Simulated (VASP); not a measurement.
Input of a VASP 6.6.1 run:

File INCAR:

```
PREC = Accurate
ENCUT = 520
EDIFF = 1E-6
ISMEAR = -1
SIGMA = 0.0375
LREAL = F
LASPH = T
NELM = 60
ALGO = Normal
ISIF = 2
LWAVE = F
LCHARG = F
GGA = PE
NBANDS = 31
```

The input KPOINTS:

```
regular mesh
0
Gamma
  8 8 8
```

POSCAR

```
Cs2P4O
1.0
    0.0000000000      4.7254740000      0.0000000000
    4.7254740000      0.0000000000      0.0000000000
    2.3627370000      2.3627370000     -7.3197910000
P Cs O
4 2 1
Direct
    0.1500000000      0.1500000000      0.7000000000
    0.8500000000      0.8500000000      0.3000000000
    0.5000000000      0.0000000000      0.0000000000
    0.0000000000      0.5000000000      0.0000000000
    0.3600000000      0.3600000000      0.2800000000
    0.6400000000      0.6400000000      0.7200000000
    0.0000000000      0.0000000000      0.0000000000
```

Potentials or basis: VASP PAW PBE potentials, release 64 (P, Cs_sv, O).

The run is started by

```console
$ cat potpaw_PBE.64/P/POTCAR potpaw_PBE.64/Cs_sv/POTCAR potpaw_PBE.64/O/POTCAR > POTCAR
$ mpirun -np 1 vasp_std > vasp.out
```

**Question.** Estimate the pressure.

**Answer.** 3.8 GPa.

**Question.** Estimate the band gap on the k mesh.

**Answer.** Zero (bands 22 and 23 overlap by 0.72 eV).

Stress tensor (GPa, compression positive):
```
4.12 0.00 0.00
0.00 4.12 0.00
0.00 0.00 3.27
```

Caveat: the cell stands under pressure; spin-orbit coupling is left out, which moves the levels of the heavy elements; forces of over 1 eV/Å act on the atoms, so gaps and moduli don't describe the material at rest.
